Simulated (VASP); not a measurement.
# ZnO in VASP: a series of runs, part 2 of 2

VASP 6.6.1. Earlier steps stand in the parts before.

## (3) Single point, PBEsol

INCAR reads:

```
PREC = Accurate
ENCUT = 520
EDIFF = 1E-6
ISMEAR = 0
SIGMA = 0.05
LREAL = Auto
LASPH = T
NELM = 100
ALGO = Normal
ISIF = 2
LWAVE = F
LCHARG = T
LDIPOL = T
IDIPOL = 3
DIPOL = 0.5 0.5 0.500
GGA = PS
LELF = T
LVHAR = T
LVACPOTAV = T
NBANDS = 176
LUSENCCL = F
```

KPOINTS reads:

```
regular mesh
0
Gamma
  6 5 1
```

POSCAR reads:

```
ZnO
1.0
    5.5945648249      0.0000000000      0.0000000000
   -2.7972824124      5.4586774164      0.0000000000
    0.0000000000      0.0000000000     27.5284465867
O Zn
17 17
Direct
    0.9434017287      0.5064845182      0.2763172595
    0.7148811183      0.8020395955      0.3013977125
    0.2866681972      0.2155158397      0.3230199720
    0.2008273350      0.7050768405      0.3618739463
    0.7633651641      0.1780032375      0.3833307065
    0.6384009317      0.6106832084      0.4130018667
    0.2029840384      0.0781050541      0.4404251332
    0.1008329787      0.5337293947      0.4705153455
    0.6602315482      0.9935290965      0.4975960815
    0.5558907044      0.4509385731      0.5256880777
    0.1128978836      0.9079271639      0.5530893617
    0.0203248011      0.3699221653      0.5812877342
    0.5778842390      0.8284988744      0.6137968342
    0.4710331787      0.2708330347      0.6355367330
    0.0104366731      0.7466067619      0.6666747485
    0.9539146096      0.2378948551      0.6961176652
    0.4951793790      0.6469054305      0.7255003507
    0.5941675354      0.4578418303      0.2897600028
    0.0791759676      0.8456315180      0.3072396131
    0.0305394343      0.3584419538      0.3295886722
    0.5843921762      0.8297062155      0.3628003200
    0.4649429789      0.2647436187      0.3882803312
    0.0252372130      0.7255283592      0.4194150243
    0.9278079349      0.1925221245      0.4458357224
    0.4886068366      0.6474241286      0.4735839242
    0.3820623446      0.1055685938      0.5019244237
    0.9428823492      0.5620686868      0.5302976524
    0.8364196958      0.0196630319      0.5596641952
    0.4105583728      0.4892851874      0.5864318847
    0.2880149253      0.9250265761      0.6138248402
    0.8532105966      0.3865197008      0.6409720226
    0.7570023474      0.8865967211      0.6795783411
    0.3315087977      0.3363890262      0.6918725287
    0.1835411433      0.6627993994      0.7137609722
```

Potentials or basis: VASP PAW PBE potentials, release 64 (O, Zn).

Launch:

```sh
> cat potpaw_PBE.64/O/POTCAR potpaw_PBE.64/Zn/POTCAR > POTCAR
> mpirun -np 1 vasp_std > vasp.out
```

OUTCAR:

```text
PREC = Accurate
   ENCUT = 520
   EDIFF = 1E-6
   ISMEAR = 0
   LREAL = Auto
   LASPH = T
   NELM = 100
   ISIF = 2
   GGA = PS

 ion  position               nearest neighbor table
   1  0.943  0.506  0.276-  18 1.87  20 1.90  19 2.05
   2  0.715  0.802  0.301-  21 1.88  18 1.93  19 1.94
   3  0.287  0.216  0.323-  18 1.92  20 2.00  22 2.01  19 2.07
   4  0.201  0.705  0.362-  23 1.90  21 1.92  19 2.00  20 2.09
   5  0.763  0.178  0.383-  24 1.93  22 1.97  21 1.98  20 2.03
   6  0.638  0.611  0.413-  25 1.93  23 1.95  22 2.01  21 2.04
   7  0.203  0.078  0.440-  26 1.94  24 1.97  22 2.00  23 2.01
   8  0.101  0.534  0.471-  27 1.91  25 1.95  24 1.98  23 2.00
   9  0.660  0.994  0.498-  28 1.94  26 1.97  25 2.00  24 2.02
  10  0.556  0.451  0.526-  29 1.92  27 1.96  26 2.00  25 2.02
  11  0.113  0.908  0.553-  30 1.92  28 1.97  27 1.99  26 2.01
  12  0.020  0.370  0.581-  31 1.92  29 1.97  28 2.00  27 2.00
  13  0.578  0.828  0.614-  30 1.96  29 2.00  32 2.02  28 2.03
  14  0.471  0.271  0.636-  33 1.86  31 1.93  30 1.98  29 2.04
  15  0.010  0.747  0.667-  34 1.83  32 2.00  30 2.04  31 2.09
  16  0.954  0.238  0.696-  33 1.92  32 1.97  31 1.98  34 2.37
  17  0.495  0.647  0.726-  34 1.82  33 1.93  32 1.99
  18  0.594  0.458  0.290-   1 1.87   3 1.92   2 1.93  19 2.71  22 2.92  20 2.98
  19  0.079  0.846  0.307-   2 1.94   4 2.00   1 2.05   3 2.07  18 2.71  20 2.94
  20  0.031  0.358  0.330-   1 1.90   3 2.00   5 2.03   4 2.09  19 2.94  18 2.98
  21  0.584  0.830  0.363-   2 1.88   4 1.92   5 1.98   6 2.04
  22  0.465  0.265  0.388-   5 1.97   7 2.00   6 2.01   3 2.01  18 2.92
  23  0.025  0.726  0.419-   4 1.90   6 1.95   8 2.00   7 2.01
  24  0.928  0.193  0.446-   5 1.93   7 1.97   8 1.98   9 2.02
  25  0.489  0.647  0.474-   6 1.93   8 1.95   9 2.00  10 2.02
  26  0.382  0.106  0.502-   7 1.94   9 1.97  10 2.00  11 2.01
  27  0.943  0.562  0.530-   8 1.91  10 1.96  11 1.99  12 2.00
  28  0.836  0.020  0.560-   9 1.94  11 1.97  12 2.00  13 2.03
  29  0.411  0.489  0.586-  10 1.92  12 1.97  13 2.00  14 2.04  33 3.02
  30  0.288  0.925  0.614-  11 1.92  13 1.96  14 1.98  15 2.04
  31  0.853  0.387  0.641-  12 1.92  14 1.93  16 1.98  15 2.09  34 2.73
  32  0.757  0.887  0.680-  16 1.97  17 1.99  15 2.00  13 2.02  34 3.01
  33  0.332  0.336  0.692-  14 1.86  16 1.92  17 1.93  34 2.56  29 3.02
  34  0.184  0.663  0.714-  17 1.82  15 1.83  16 2.37  33 2.56  31 2.73  32 3.01

  LATTYP: Found a base centered orthorhombic cell.
 ALAT       =     5.5945648249
 B/A-ratio  =     1.9514216341
 C/A-ratio  =     4.9205697759

  Lattice vectors:

 A1 = (   2.7972824124,  -5.4586774164,   0.0000000000)
 A2 = (   2.7972824125,   5.4586774164,   0.0000000000)
 A3 = (   0.0000000000,   0.0000000000,  27.5284465867)

Analysis of symmetry for initial positions (statically):
=====================================================================
 Subroutine PRICEL returns:
 Original cell was already a primitive cell.

 Routine SETGRP: Setting up the symmetry group for a
 base centered orthorhombic supercell.

 Subroutine GETGRP returns: Found  1 space group operations
 (whereof  1 operations were pure point group operations)
 out of a pool of  8 trial point group operations.

The static configuration has the point symmetry C_1 .

Analysis of symmetry for dynamics (positions and initial velocities):
=====================================================================
 Subroutine PRICEL returns:
 Original cell was already a primitive cell.

 Routine SETGRP: Setting up the symmetry group for a
 base centered orthorhombic supercell.

 Subroutine GETGRP returns: Found  1 space group operations
 (whereof  1 operations were pure point group operations)
 out of a pool of  8 trial point group operations.

[... 167 lines left out ...]
 SYSTEM =  unknown system
   PREC   = accura    normal or accurate (medium, high low for compatibility)
   ISTART =      0    job   : 0-new  1-cont  2-samecut
   ICHARG =      2    charge: 1-file 2-atom 10-const
   ISPIN  =      1    spin polarized calculation?
   LNONCOLLINEAR =      F non collinear calculations
   LSORBIT =      F    spin-orbit coupling
   LASPH  =      T    aspherical Exc in radial PAW
   ENCUT  =  520.0 eV  38.22 Ry    6.18 a.u.  10.40 11.40 51.18*2*pi/ulx,y,z
   NELM   =    100;   NELMIN=  2; NELMDL= -5     # of ELM steps
   EDIFF  = 0.1E-05   stopping-criterion for ELM
   LREAL  =      T    real-space projection
   EDIFFG = 0.1E-04   stopping-criterion for IOM
   NSW    =      0    number of steps for IOM
   IBRION =     -1    ionic relax: 0-MD 1-quasi-New 2-CG
   NFREE  =      0    steps in history (QN), initial steepest desc. (CG)
   ISIF   =      2    stress and relaxation
   ISYM   =      2    0-nonsym 1-usesym 2-fastsym
   POTIM  = 0.5000    time-step for ionic-motion
   TEBEG  =    0.0;   TEEND  =   0.0 temperature during run
   PSTRESS=    0.0 pullay stress
   NELECT =     306.0000    total number of electrons
   NUPDOWN=      -1.0000    fix difference up-down
   EMIN   =  10.00;   EMAX   =-10.00  energy-range for DOS
   EFERMI =   0.00;   METHOD = LEGACY
   ISMEAR =     0;   SIGMA  =   0.05  broadening in eV -4-tet -1-fermi 0-gaus
   EFERMI_NEDOS =   21; number of points for ismear=-14 and -15
   IALGO  =     38    algorithm
   IMIX   =      4    mixing-type and parameters
     AMIX     =   0.40;   BMIX     =  1.00
     AMIX_MAG =   1.60;   BMIX_MAG =  1.00
  volume/ion in A,a.u.               =      24.73       166.86
  Fermi-wavevector in a.u.,A,eV,Ry     =   1.168881  2.208864 18.589394  1.366282
  Thomas-Fermi vector in A             =   2.305361
   LORBIT       =      0    0 simple, 1 ext, 2 COOP (PROOUT), +10 PAW based schemes
   GGA     = PS    functional components
   LHFCALC =     F    Hartree Fock is set to
   AEXX    =    0.0000 exact exchange contribution
   IVDW    =     0    specifies the selected vdW correction
   LEPSILON=     F    determine dielectric tensor
   LRPA    =     F    only Hartree local field effects (RPA)
 non-spin polarized calculation
 Gauss-broadening in eV      SIGMA  =   0.05
  energy-cutoff  :      520.00
  volume of cell :      840.69
 maximum number of plane-waves:     22699
 NGX is ok and might be reduce to    42
   NGX = 21   NGY = 23   NGZ =103

 dipolmoment           0.000000      0.000000      0.081412 electrons x Angstroem

 number of electron     305.9999983 magnetization

 dipolmoment           0.000000      0.000000     -0.373893 electrons x Angstroem

 Free energy of the ion-electron system (eV)
  ---------------------------------------------------
  ext. energy  EPLUGINS =         0.00000000
  ---------------------------------------------------
  free energy    TOTEN  =      -158.96083451 eV

  energy without entropy =     -158.95069703  energy(sigma->0) =     -158.95576577

 E-fermi :  -1.6351     XC(G=0):  -5.9235

 val. band max:       -1.6488834642   @ k =   0.1667   0.2000   0.0000
 cond. band min:      -1.6301517522   @ k =   0.1667   0.0000   0.0000
 fundamental gap:      0.0187317119
 Fermi energy:        -1.6350500842

 k-point     1 :       0.0000    0.0000    0.0000
  band No.  band energies     occupation
      1     -21.3730      2.00000
      2     -20.9725      2.00000
      3     -20.6808      2.00000
      4     -20.5832      2.00000
      5     -20.3214      2.00000
      6     -20.2875      2.00000
[... 2677 lines left out ...]
    164       3.0196      0.00000
    165       3.1226      0.00000
 [bands above 165 left out]

------------------------ aborting loop because EDIFF is reached ----------------------------------------

  FORCE on cell =-STRESS in cart. coord.  units (eV):
  Direction    XX          YY          ZZ          XY          YZ          ZX
  --------------------------------------------------------------------------------------
  -------------------------------------------------------------------------------------
  Total        5.7230827     -5.1170993      2.2761652     -0.7586062      0.1447262      0.0344182
  in kB       10.9069962     -9.7521187      4.3378938     -1.4457444      0.2758177      0.0655939
  external PRESSURE =       1.8309238 kB  Pullay stress =       0.0000000 kB

 VOLUME and BASIS-vectors are now :
 -----------------------------------------------------------------------------
  energy-cutoff  :      520.00
  volume of cell :      840.69
      direct lattice vectors                 reciprocal lattice vectors
     5.594564825  0.000000000  0.000000000     0.178744912  0.091597279 -0.000000000
    -2.797282412  5.458677416  0.000000000     0.000000000  0.183194559  0.000000000
     0.000000000  0.000000000 27.528446587     0.000000000 -0.000000000  0.036326060

 POSITION                                       TOTAL-FORCE (eV/Angst)
 -----------------------------------------------------------------------------------
      3.86114      2.76474      7.60658         0.069931      0.005287     -0.108394
      1.75592      4.37808      8.29701        -0.050486      0.060317     -0.079260
      1.00093      1.17643      8.89224        -0.014970     -0.047248     -0.014041
     -0.84876      3.84879      9.96183         0.007495     -0.021071     -0.020666
      3.77277      0.97166     10.55250         0.010768      0.011238     -0.029808
      1.86332      3.33352     11.36930        -0.006101     -0.005180     -0.027310
[... 26 lines left out ...]
      0.91367      1.83624     19.04618         0.029531     -0.026433      0.049364
     -0.82720      3.61801     19.64873        -0.053043     -0.013237      0.086438
 -----------------------------------------------------------------------------------
    total drift:                                0.007244     -0.000779      0.017154

  FREE ENERGIE OF THE ION-ELECTRON SYSTEM (eV)
  ---------------------------------------------------
  free  energy   TOTEN  =      -158.9608345146 eV

  energy  without entropy=     -158.9506970309  energy(sigma->0) =     -158.95576577

 vacuum level on the upper side and lower side of the slab         2.321         4.537
```

Run time: 20 min. Hardware: 1 × NVIDIA H100 80GB with 1 thread of AMD EPYC 7R13 (Zen 3), shared host; peak memory 2.6 GiB.

What came out:

```
Free energy            : -158.9608 eV
Largest force          : 0.168 eV/Å
Band gap on the k mesh : zero (bands 153 and 154 overlap by 0.04 eV)
```

Forces on the atoms (eV/Å):
```
O    0.070  0.005 -0.108
O   -0.050  0.060 -0.079
O   -0.015 -0.047 -0.014
O    0.007 -0.021 -0.021
O    0.011  0.011 -0.030
O   -0.006 -0.005 -0.027
O   -0.002 -0.007 -0.020
O    0.004 -0.003 -0.013
O    0.003  0.000 -0.020
O   -0.001 -0.003 -0.026
O    0.001 -0.004 -0.023
O    0.011  0.000 -0.024
O    0.021 -0.005  0.000
O    0.008 -0.016 -0.047
O   -0.070  0.026 -0.074
O   -0.055 -0.006  0.068
O    0.130  0.029  0.102
Zn  -0.054 -0.041 -0.041
Zn   0.041  0.052 -0.018
Zn   0.016 -0.033  0.028
Zn   0.004  0.003  0.043
Zn  -0.008  0.004  0.003
Zn  -0.009  0.007  0.027
Zn  -0.004 -0.003  0.021
Zn   0.001  0.007  0.021
Zn  -0.001  0.004  0.016
Zn  -0.003  0.002  0.021
Zn  -0.008  0.002  0.022
Zn  -0.001  0.007  0.026
Zn  -0.008 -0.009  0.027
Zn  -0.002  0.021  0.017
Zn  -0.007  0.005  0.008
Zn   0.030 -0.026  0.049
Zn  -0.053 -0.013  0.086
```

Levels at points of the mesh, in eV from the Fermi level:
```tsv
k point	band 150	band 151	band 152	band 153	band 154	band 155	band 156	band 157
(0.00, 0.00, 0.00)	-0.88	-0.60	-0.52	-0.30	-0.05	0.77	1.68	2.55
(0.50, 0.00, 0.00)	-1.02	-0.86	-0.51	-0.03	1.15	1.98	2.56	2.91
```

Caveat: the PAW data sets were made with another functional, which shifts forces and pressure a little.

The gap in the log of VASP goes by the Fermi energy; the results here count the filled bands.